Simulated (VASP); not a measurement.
# YMg2O2 (I4/mmm) in VASP: notebook

YMg2O2 is run at these levels: PBE; tasks: single point, relaxation of cell and atoms.

Program: VASP 6.6.1. These are calculated values, not measurements. Logs are shortened: lines on timing, memory, paths and dates and some standing lists are left out, and cuts for length are marked.

## Step 1: The cell of the first run

The structure is tetragonal, space group I4/mmm (No. 139). The conventional cell has a = 3.889 Å, b = 3.889 Å, c = 9.544 Å, α = 90.00°, β = 90.00°, γ = 90.00°. Within 4.1 Å of Y (site symmetry 4/mmm) lie 8 O at 3.08 Å and 10 Mg at 3.14 to 3.20 Å and 4 Y at 3.89 Å. Mg (site symmetry 4mm) has 4 O at 2.09 Å within 2.8 Å. Within 2.8 Å of O (site symmetry -4m2) lie 4 Mg at 2.09 Å and 4 O at 2.75 Å.

The cell was generated, and may not be a known phase.

## Step 2: Single point, PBE

INCAR

```
SYSTEM = YMg2O2
  PREC = Accurate
  ENCUT = 520
  EDIFF = 1E-7
  ISMEAR = 0
  SIGMA = 0.1
  LREAL = .FALSE.
  LASPH = .TRUE.
  NELM = 80
  ALGO = Normal
  ISIF = 2
  LWAVE = .FALSE.
  LCHARG = .FALSE.
  GGA = PE
  NBANDS = 22
```

KPOINTS

```
regular mesh
0
G
  6 6 6
  0 0 0
```

POSCAR

```
YMg2O2
1.0
   -1.9445890011      1.9445890011      4.7718628083
    1.9445890011     -1.9445890011      4.7718628083
    1.9445890011      1.9445890011     -4.7718628083
Y Mg O
1 2 2
Direct
    0.0000000000      0.0000000000      0.0000000000
    0.3294078539      0.3294078539      0.0000000000
    0.6705921461      0.6705921461      0.0000000000
    0.7500000000      0.2500000000      0.5000000000
    0.2500000000      0.7500000000      0.5000000000
```

Potentials or basis: VASP PAW PBE potentials, release 64 (Y_sv, Mg, O).

The run is started by

```console
$ cat potpaw_PBE.64/Y_sv/POTCAR potpaw_PBE.64/Mg/POTCAR potpaw_PBE.64/O/POTCAR > POTCAR
$ mpirun -np 1 vasp_std > vasp.out
```

OUTCAR:

```text
SYSTEM = YMg2O2
   PREC = Accurate
   ENCUT = 520
   EDIFF = 1E-7
   ISMEAR = 0
   LREAL = .FALSE.
   LASPH = .TRUE.
   NELM = 80
   ISIF = 2
   GGA = PE

 ion  position               nearest neighbor table
   1  0.000  0.000  0.000-   4 3.08   5 3.08   4 3.08   5 3.08   4 3.08   5 3.08   4 3.08   5 3.08
                             2 3.14   3 3.14   3 3.20   3 3.20   3 3.20   2 3.20   3 3.20   2 3.20
   2  0.329  0.329  0.000-   4 2.09   5 2.09   5 2.09   4 2.09   3 3.14   3 3.14   3 3.14   3 3.14
                             1 3.14   1 3.20   1 3.20   1 3.20   1 3.20   3 3.26
   3  0.671  0.671  0.000-   5 2.09   4 2.09   4 2.09   5 2.09   2 3.14   2 3.14   2 3.14   2 3.14
                             1 3.14   1 3.20   1 3.20   1 3.20   1 3.20   2 3.26
   4  0.750  0.250  0.500-   2 2.09   3 2.09   2 2.09   3 2.09   1 3.08   1 3.08   1 3.08   1 3.08

   5  0.250  0.750  0.500-   2 2.09   3 2.09   2 2.09   3 2.09   1 3.08   1 3.08   1 3.08   1 3.08

  LATTYP: Found a body centered tetragonal cell.
 ALAT       =     3.8891780022
 C/A-ratio  =     2.4539184401

  Lattice vectors:

 A1 = (  -1.9445890011,   1.9445890011,   4.7718628083)
 A2 = (   1.9445890011,  -1.9445890011,   4.7718628083)
 A3 = (   1.9445890011,   1.9445890011,  -4.7718628083)

Analysis of symmetry for initial positions (statically):
=====================================================================
 Subroutine PRICEL returns:
 Original cell was already a primitive cell.

 Routine SETGRP: Setting up the symmetry group for a
 body centered tetragonal supercell.

 Subroutine GETGRP returns: Found 16 space group operations
 (whereof 16 operations were pure point group operations)
 out of a pool of 16 trial point group operations.

The static configuration has the point symmetry D_4h.

Analysis of symmetry for dynamics (positions and initial velocities):
=====================================================================
 Subroutine PRICEL returns:
 Original cell was already a primitive cell.

 Routine SETGRP: Setting up the symmetry group for a
 body centered tetragonal supercell.

 Subroutine GETGRP returns: Found 16 space group operations
 (whereof 16 operations were pure point group operations)
 out of a pool of 16 trial point group operations.

The dynamic configuration has the point symmetry D_4h.

 Subroutine INISYM returns: Found 16 space group operations
 (whereof 16 operations are pure point group operations),
 and found     1 'primitive' translations
[... 101 lines left out ...]
   EDIFF  = 0.1E-06   stopping-criterion for ELM
   LREAL  =      F    real-space projection
   EDIFFG = 0.1E-05   stopping-criterion for IOM
   NSW    =      0    number of steps for IOM
   IBRION =     -1    ionic relax: 0-MD 1-quasi-New 2-CG
   NFREE  =      0    steps in history (QN), initial steepest desc. (CG)
   ISIF   =      2    stress and relaxation
   ISYM   =      2    0-nonsym 1-usesym 2-fastsym
   POTIM  = 0.5000    time-step for ionic-motion
   TEBEG  =    0.0;   TEEND  =   0.0 temperature during run
   PSTRESS=    0.0 pullay stress
   NELECT =      27.0000    total number of electrons
   NUPDOWN=      -1.0000    fix difference up-down
   EMIN   =  10.00;   EMAX   =-10.00  energy-range for DOS
   EFERMI =   0.00;   METHOD = LEGACY
   ISMEAR =     0;   SIGMA  =   0.10  broadening in eV -4-tet -1-fermi 0-gaus
   EFERMI_NEDOS =   21; number of points for ismear=-14 and -15
   IALGO  =     38    algorithm
   IMIX   =      4    mixing-type and parameters
     AMIX     =   0.40;   BMIX     =  1.00
     AMIX_MAG =   1.60;   BMIX_MAG =  1.00
  volume/ion in A,a.u.               =      14.44        97.42
  Fermi-wavevector in a.u.,A,eV,Ry     =   1.179582  2.229087 18.931340  1.391414
  Thomas-Fermi vector in A             =   2.315890
   LORBIT       =      0    0 simple, 1 ext, 2 COOP (PROOUT), +10 PAW based schemes
   GGA     = PE    functional components
   LHFCALC =     F    Hartree Fock is set to
   AEXX    =    0.0000 exact exchange contribution
   IVDW    =     0    specifies the selected vdW correction
   LEPSILON=     F    determine dielectric tensor
   LRPA    =     F    only Hartree local field effects (RPA)
 non-spin polarized calculation
 Gauss-broadening in eV      SIGMA  =   0.10
  energy-cutoff  :      520.00
  volume of cell :       72.18
 maximum number of plane-waves:      1962
 NGX is ok and might be reduce to    42
   NGX = 21   NGY = 21   NGZ = 21

 number of electron      26.9999995 magnetization

 Free energy of the ion-electron system (eV)
  ---------------------------------------------------
  ext. energy  EPLUGINS =         0.00000000
  ---------------------------------------------------
  free energy    TOTEN  =       -27.65278653 eV

  energy without entropy =      -27.64456573  energy(sigma->0) =      -27.64867613

 E-fermi :   5.3087     XC(G=0): -10.2409

 val. band max:        5.2971783558   @ k =  -0.3333   0.1667   0.0000
 cond. band min:       5.3743751194   @ k =  -0.3333  -0.3333   0.1667
 fundamental gap:      0.0771967635
 Fermi energy:         5.3087403943

 k-point     1 :       0.0000    0.0000    0.0000
  band No.  band energies     occupation
      1     -38.7998      2.00000
      2     -19.0553      2.00000
      3     -18.5904      2.00000
      4     -18.5904      2.00000
      5     -14.6656      2.00000
      6     -13.2975      2.00000
[... 589 lines left out ...]
     21      11.5169      0.00000
     22      11.6343      0.00000

 [... further k-points ...]

------------------------ aborting loop because EDIFF is reached ----------------------------------------

  FORCE on cell =-STRESS in cart. coord.  units (eV):
  Direction    XX          YY          ZZ          XY          YZ          ZX
  --------------------------------------------------------------------------------------
  -------------------------------------------------------------------------------------
  Total       -0.1791736     -0.1791736     -0.1258816      0.0000000      0.0000000      0.0000000
  in kB       -3.9772337     -3.9772337     -2.7942746      0.0000000      0.0000000      0.0000000
  external PRESSURE =      -3.5829140 kB  Pullay stress =       0.0000000 kB

 VOLUME and BASIS-vectors are now :
 -----------------------------------------------------------------------------
  energy-cutoff  :      520.00
  volume of cell :       72.18
      direct lattice vectors                 reciprocal lattice vectors
    -1.944589001  1.944589001  4.771862808     0.000000000  0.257123742  0.104780883
     1.944589001 -1.944589001  4.771862808     0.257123742  0.000000000  0.104780883
     1.944589001  1.944589001 -4.771862808     0.257123742  0.257123742  0.000000000

 POSITION                                       TOTAL-FORCE (eV/Angst)
 -----------------------------------------------------------------------------------
      0.00000      0.00000      0.00000         0.000000      0.000000      0.000000
      0.00000      0.00000      3.14378        -0.000000     -0.000000     -0.033366
      0.00000      0.00000      6.39995        -0.000000     -0.000000      0.033366
     -0.00000      1.94459      2.38593         0.000000      0.000000      0.000000
      1.94459     -0.00000      2.38593         0.000000      0.000000      0.000000
 -----------------------------------------------------------------------------------
    total drift:                               -0.000000     -0.000000      0.000000

  FREE ENERGIE OF THE ION-ELECTRON SYSTEM (eV)
  ---------------------------------------------------
  free  energy   TOTEN  =       -27.6527865304 eV

  energy  without entropy=      -27.6445657312  energy(sigma->0) =      -27.64867613
```

stdout:

```text
POSCAR found type information on POSCAR Y MgO
 POSCAR found :  3 types and       5 ions
 scaLAPACK will be used
 LDA part: xc-table for (Slater+PW92), standard interpolation
 POSCAR, INCAR and KPOINTS ok, starting setup
 FFT: planning ... GRIDC
 FFT: planning ... GRID_SOFT
 FFT: planning ... GRID
 WAVECAR not read
 entering main loop
```

Run time: 65 s. Hardware: 1 thread of AMD EPYC 9R14 (Zen 4), shared host; peak memory 0.27 GiB.

Results:

```yaml
Free_energy: -27.6528 eV
Pressure: -0.4 GPa
Largest_force: 0.033 eV/Å
Band_gap_on_the_k_mesh: zero (an odd number of electrons rules out a gap without spin polarisation)
```

Forces on the atoms (eV/Å):
```
Y    0.000  0.000  0.000
Mg   0.000  0.000 -0.033
Mg   0.000  0.000  0.033
O    0.000  0.000  0.000
O    0.000  0.000  0.000
```

## Step 3: Single point, PBE

This run uses another cell than the first one, of 14.78 Å³/atom.

INCAR

```
SYSTEM = YMg2O2
PREC     = Accurate       ! precision mode
ENCUT    = 520            ! plane-wave cutoff, eV
EDIFF    = 1E-7           ! SCF threshold, eV
ISMEAR   = 0              ! smearing method
SIGMA    = 0.1            ! smearing width, eV
LREAL    = .False.        ! projectors in reciprocal space
LASPH    = .True.         ! aspherical terms in the spheres
NELM     = 60             ! most SCF steps
ALGO     = Normal         ! electronic algorithm
ISIF     = 2              ! what is computed and relaxed
LWAVE    = .False.        ! write WAVECAR
LCHARG   = .False.        ! write CHGCAR
GGA      = PE             ! functional
NBANDS   = 22             ! bands
```

KPOINTS

```
regular mesh
0
Gamma
  6 6 6
  0 0 0
```

POSCAR

```
YMg2O2
1.0
   -1.9644827300      1.9644827300      4.7882435100
    1.9644827300     -1.9644827300      4.7882435100
    1.9644827300      1.9644827300     -4.7882435100
Y Mg O
1 2 2
Direct
    0.0000000000      0.0000000000      0.0000000000
    0.3779999900      0.3779999900      0.0000000000
    0.6220000100      0.6220000100      0.0000000000
    0.7500000000      0.2500000000      0.5000000000
    0.2500000000      0.7500000000      0.5000000000
```

Potentials or basis: VASP PAW PBE potentials, release 64 (Y_sv, Mg, O).

The run is started by

```console
$ cat potpaw_PBE.64/Y_sv/POTCAR potpaw_PBE.64/Mg/POTCAR potpaw_PBE.64/O/POTCAR > POTCAR
$ mpirun -np 1 vasp_std > vasp.out
```

It took 64 s on 1 thread of AMD EPYC 9R14 (Zen 4), shared host; peak memory 0.27 GiB.

The run converged. Its results:

* Free energy: -24.8530 eV
* Pressure: -1.7 GPa
* Largest force: 6.752 eV/Å
* Band gap on the k mesh: zero (an odd number of electrons rules out a gap without spin polarisation)

Forces in eV/Å, atoms in the order of the input:
```
Y    0.000  0.000  0.000
Mg   0.000  0.000 -6.752
Mg   0.000  0.000  6.752
O    0.000  0.000  0.000
O    0.000  0.000  0.000
```

Stress tensor (GPa, compression positive):
```
  4.73   0.00   0.00
  0.00   4.73   0.00
  0.00   0.00 -14.52
```

Levels at points of the mesh, in eV from the Fermi level:
| k point | band 11 | band 12 | band 13 | band 14 | band 15 | band 16 |
| --- | --- | --- | --- | --- | --- | --- |
| (0.00, 0.00, 0.00) | -3.02 | -0.82 | -0.82 | 1.24 | 2.10 | 2.28 |
| (0.50, 0.00, 0.00) | -2.44 | -2.22 | -0.90 | -0.74 | 0.52 | 2.26 |
| (0.50, 0.50, 0.00) | -2.54 | -0.48 | -0.46 | 1.24 | 1.41 | 2.84 |
| (0.50, 0.50, 0.50) | -1.56 | -0.86 | -0.86 | -0.22 | 2.33 | 2.35 |

Caveat: the stress differs along the axes, from -15 to 5 GPa; forces of over 1 eV/Å act on the atoms, so gaps and moduli don't describe the material at rest.

(Part 1 of 2 ends here.)

The gap in the log of VASP goes by the Fermi energy; the results here count the filled bands.